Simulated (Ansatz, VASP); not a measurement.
# Two plane-wave programs on AgBiBrO

```xyz
8
Lattice="4.0334 0.0000 0.0000 0.0000 4.0334 0.0000 0.0000 0.0000 11.2157" Properties=species:S:1:pos:R:3 pbc="T T T"
Bi    1.0083    1.0083    9.9954
Bi    3.0250    3.0250    1.2203
Ag    1.0083    1.0083    3.8660
Ag    3.0250    3.0250    7.3496
Br    1.0083    1.0083    6.6845
Br    3.0250    3.0250    4.5311
O     3.0250    1.0083    0.0000
O     1.0083    3.0250    0.0000
```

Alike in both runs: task single point; functional r2SCAN; k mesh 8 × 8 × 3; no spin polarisation.

|  | VASP | Ansatz |
| --- | --- | --- |
| version | VASP 6.6.1 | Ansatz 0.2.0 |
| potentials or method | VASP PAW PBE potentials, release 64 (Bi_d, Ag, Br, O), cutoff 520 eV | PAW plane waves |
| occupations | fermi-dirac, width 0.1 eV | fermi-dirac |
| valence electrons in the cell | 78 | 94 |

|  | VASP | Ansatz | Ansatz less VASP |
| --- | --- | --- | --- |
| pressure (GPa) | -0.7 | -0.9 | -0.13 |
| traceless stress, the component that is largest in VASP (GPa) | 2.17 | 2.24 | +0.071 |
| rms of the force components (eV/Å) | 0.218 | 0.211 | -0.0066 |

VASP's potentials were made for PBE, not for r2SCAN. Atom by atom the forces differ by 0.024 eV/Å (rms over components). VASP's potentials hold 78 valence electrons a cell and Ansatz's 94, so a difference there can come from the potentials and not from the codes.

Spin-orbit coupling is off throughout.
